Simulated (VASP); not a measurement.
# Sb (I4/mmm) in VASP: further runs

Sb is run at these levels: r2SCAN; tasks: single point.

Everything below comes from runs of VASP 6.6.1. Logs are shortened: lines on timing, memory, paths and dates and some standing lists are left out, and cuts for length are marked.

## (1) The cell of the first run

Symmetry: I4/mmm, No. 139, tetragonal system. Conventional cell: a = 3.153 Å, b = 3.153 Å, c = 5.424 Å, α = 90.00°, β = 90.00°, γ = 90.00°. Sb (site symmetry 4/mmm) has 12 Sb at 3.15 to 3.51 Å within 4.1 Å.

## (2) Single point, r2SCAN

Contents of POSCAR:

```
Sb
1.0
   -1.5765401800      1.5765401800      2.7119384300
    1.5765401800     -1.5765401800      2.7119384300
    1.5765401800      1.5765401800     -2.7119384300
Sb
1
Direct
    0.0000000000      0.0000000000      0.0000000000
```

Contents of INCAR.step1:

```
SYSTEM = Sb
ALGO = Normal
EDIFF = 1E-4
ENCUT = 520
GGA = PE
ISMEAR = -1
LASPH = .TRUE.
LCHARG = .FALSE.
LREAL = .FALSE.
LWAVE = .TRUE.
NBANDS = 8
NELM = 80
PREC = Accurate
SIGMA = 0.01
```

Contents of INCAR.step2:

```
SYSTEM = Sb
ALGO = Normal
EDIFF = 1E-6
ENCUT = 520
ISIF = 2
ISMEAR = -1
ISTART = 1
LASPH = .TRUE.
LCHARG = .FALSE.
LMIXTAU = .TRUE.
LREAL = .FALSE.
LWAVE = .FALSE.
METAGGA = R2SCAN
NBANDS = 8
NELM = 80
PREC = Accurate
SIGMA = 0.01
```

Contents of KPOINTS:

```
k-points
0
G
  3 3 3
  0 0 0
```

Potentials or basis: VASP PAW PBE potentials, release 64 (Sb).

Launch:

```console
$ cat potpaw_PBE.64/Sb/POTCAR > POTCAR
$ cp INCAR.step1 INCAR
$ mpirun -np 1 vasp_std > vasp.out
$ cp INCAR.step2 INCAR
$ mpirun -np 1 vasp_std > vasp.out
```

OUTCAR:

```text
SYSTEM = Sb
   EDIFF = 1E-6
   ENCUT = 520
   ISIF = 2
   ISMEAR = -1
   ISTART = 1
   LASPH = .TRUE.
   LREAL = .FALSE.
   METAGGA = R2SCAN
   NELM = 80
   PREC = Accurate

 ion  position               nearest neighbor table
   1  0.000  0.000  0.000-

  LATTYP: Found a body centered tetragonal cell.
 ALAT       =     3.1530803600
 C/A-ratio  =     1.7201835160

  Lattice vectors:

 A1 = (  -1.5765401800,   1.5765401800,   2.7119384300)
 A2 = (   1.5765401800,  -1.5765401800,   2.7119384300)
 A3 = (   1.5765401800,   1.5765401800,  -2.7119384300)

Analysis of symmetry for initial positions (statically):
=====================================================================
 Subroutine PRICEL returns:
 Original cell was already a primitive cell.

 Routine SETGRP: Setting up the symmetry group for a
 body centered tetragonal supercell.

 Subroutine GETGRP returns: Found 16 space group operations
 (whereof 16 operations were pure point group operations)
 out of a pool of 16 trial point group operations.

The static configuration has the point symmetry D_4h.

Analysis of symmetry for dynamics (positions and initial velocities):
=====================================================================
 Subroutine PRICEL returns:
 Original cell was already a primitive cell.

 Routine SETGRP: Setting up the symmetry group for a
 body centered tetragonal supercell.

 Subroutine GETGRP returns: Found 16 space group operations
 (whereof 16 operations were pure point group operations)
 out of a pool of 16 trial point group operations.

The dynamic configuration has the point symmetry D_4h.

 Subroutine INISYM returns: Found 16 space group operations
 (whereof 16 operations are pure point group operations),
 and found     1 'primitive' translations

----------------------------------------------------------------------------------------

                                     Primitive cell

  volume of cell :      26.9619

  direct lattice vectors                    reciprocal lattice vectors
    -1.576540180  1.576540180  2.711938430     0.000000000  0.317150179  0.184369967
     1.576540180 -1.576540180  2.711938430     0.317150179  0.000000000  0.184369967
     1.576540180  1.576540180 -2.711938430     0.317150179  0.317150179  0.000000000

  length of vectors
     3.510778820  3.510778820  3.510778820     0.366846727  0.366846727  0.448518084

  position of ions in fractional coordinates (direct lattice)
     0.000000000  0.000000000  0.000000000

  ion indices of the primitive-cell ions
   primitive index   ion index
[... 57 lines left out ...]
   NSW    =      0    number of steps for IOM
   IBRION =     -1    ionic relax: 0-MD 1-quasi-New 2-CG
   NFREE  =      0    steps in history (QN), initial steepest desc. (CG)
   ISIF   =      2    stress and relaxation
   ISYM   =      2    0-nonsym 1-usesym 2-fastsym
   POTIM  = 0.5000    time-step for ionic-motion
   TEBEG  =    0.0;   TEEND  =   0.0 temperature during run
   PSTRESS=    0.0 pullay stress
   NELECT =       5.0000    total number of electrons
   NUPDOWN=      -1.0000    fix difference up-down
   EMIN   =  10.00;   EMAX   =-10.00  energy-range for DOS
   EFERMI =   0.00;   METHOD = LEGACY
   ISMEAR =    -1;   SIGMA  =   0.01  broadening in eV -4-tet -1-fermi 0-gaus
   EFERMI_NEDOS =   21; number of points for ismear=-14 and -15
   IALGO  =     38    algorithm
   IMIX   =      4    mixing-type and parameters
     AMIX     =   0.40;   BMIX     =  1.00
     AMIX_MAG =   1.60;   BMIX_MAG =  1.00
  volume/ion in A,a.u.               =      26.96       181.95
  Fermi-wavevector in a.u.,A,eV,Ry     =   0.933573  1.764197 11.858269  0.871558
  Thomas-Fermi vector in A             =   2.060288
   LORBIT       =      0    0 simple, 1 ext, 2 COOP (PROOUT), +10 PAW based schemes
   METAGGA = R2SCAN    functional components
   LHFCALC =     F    Hartree Fock is set to
   AEXX    =    0.0000 exact exchange contribution
   IVDW    =     0    specifies the selected vdW correction
   LEPSILON=     F    determine dielectric tensor
   LRPA    =     F    only Hartree local field effects (RPA)
 non-spin polarized calculation
  energy-cutoff  :      520.00
  volume of cell :       26.96
 maximum number of plane-waves:       747
 NGX is ok and might be reduce to    28
   NGX = 13   NGY = 13   NGZ = 13

 number of electron       5.0000000 magnetization

 Free energy of the ion-electron system (eV)
  ---------------------------------------------------
  ext. energy  EPLUGINS =         0.00000000
  ---------------------------------------------------
  free energy    TOTEN  =       -25.81822684 eV

  energy without entropy =      -25.81626666  energy(sigma->0) =      -25.81724675

 E-fermi :   8.3978     XC(G=0): -10.7849

 val. band max:        8.3927229841   @ k =  -0.3333   0.3333   0.0000
 cond. band min:       9.2119223340   @ k =   0.3333   0.3333   0.0000
 fundamental gap:      0.8191993499
 Fermi energy:         8.3978312404

 k-point     1 :       0.0000    0.0000    0.0000
  band No.  band energies     occupation
      1      -5.1120      2.00000
      2      13.3328      0.00000
      3      14.2606      0.00000
      4      14.2606      0.00000
      5      18.2868      0.00000
      6      19.7176      0.00000
      7      19.7549      0.00000
      8      19.7549      0.00000
[... 45 lines left out ...]
 k-point     6 :      -0.3333   -0.3333    0.3333
  band No.  band energies     occupation
      1      -2.8520      2.00000
      2       5.2623      2.00000
      3      11.3181      0.00000
      4      11.3181      0.00000
      5      15.1037      0.00000
      6      15.7266      0.00000
      7      25.3723      0.00000
      8      25.3723      0.00000

------------------------ aborting loop because EDIFF is reached ----------------------------------------

  FORCE on cell =-STRESS in cart. coord.  units (eV):
  Direction    XX          YY          ZZ          XY          YZ          ZX
  --------------------------------------------------------------------------------------
  -------------------------------------------------------------------------------------
  Total        1.7072081      1.7072081     -1.9758238      0.0000000     -0.0000000      0.0000000
  in kB      101.4488502    101.4488502   -117.4110285      0.0000000     -0.0000000      0.0000000
  external PRESSURE =      28.4955573 kB  Pullay stress =       0.0000000 kB

 VOLUME and BASIS-vectors are now :
 -----------------------------------------------------------------------------
  energy-cutoff  :      520.00
  volume of cell :       26.96
      direct lattice vectors                 reciprocal lattice vectors
    -1.576540180  1.576540180  2.711938430     0.000000000  0.317150179  0.184369967
     1.576540180 -1.576540180  2.711938430     0.317150179  0.000000000  0.184369967
     1.576540180  1.576540180 -2.711938430     0.317150179  0.317150179  0.000000000

 POSITION                                       TOTAL-FORCE (eV/Angst)
 -----------------------------------------------------------------------------------
      0.00000      0.00000      0.00000         0.000000     -0.000000      0.000000
 -----------------------------------------------------------------------------------
    total drift:                                0.000000      0.000000      0.000000

  FREE ENERGIE OF THE ION-ELECTRON SYSTEM (eV)
  ---------------------------------------------------
  free  energy   TOTEN  =       -25.8182268434 eV

  energy  without entropy=      -25.8162666560  energy(sigma->0) =      -25.81724675
```

OUTCAR.step1:

```text
SYSTEM = Sb
   EDIFF = 1E-4
   ENCUT = 520
   GGA = PE
   ISMEAR = -1
   LASPH = .TRUE.
   LREAL = .FALSE.
[... 262 lines left out ...]
 -----------------------------------------------------------------------------------
      0.00000      0.00000      0.00000         0.000000      0.000000      0.000000
 -----------------------------------------------------------------------------------
    total drift:                               -0.000000      0.000000      0.000000

  FREE ENERGIE OF THE ION-ELECTRON SYSTEM (eV)
  ---------------------------------------------------
  free  energy   TOTEN  =        -4.3744615563 eV

  energy  without entropy=       -4.3725013689  energy(sigma->0) =       -4.37348146
```

Run time: 9 s. Hardware: 1 thread of Intel Xeon Platinum 8559C (Emerald Rapids), shared host; peak memory 0.16 GiB.

Results:

| Item | Value |
| --- | --- |
| Free energy | -25.8182 eV |
| Pressure | 2.8 GPa |

Levels at points of the mesh, in eV from the Fermi level:
| k point | band 1 | band 2 | band 3 | band 4 | band 5 |
| --- | --- | --- | --- | --- | --- |
| (0.00, 0.00, 0.00) | -13.51 | 4.93 | 5.86 | 5.86 | 9.89 |

Caveat: the k points lie up to 0.94 Å⁻¹ apart; the PAW data sets were made with another functional, which shifts forces and pressure a little; spin-orbit coupling is left out, which moves the levels of the heavy elements.

[end of part 1 of 2]
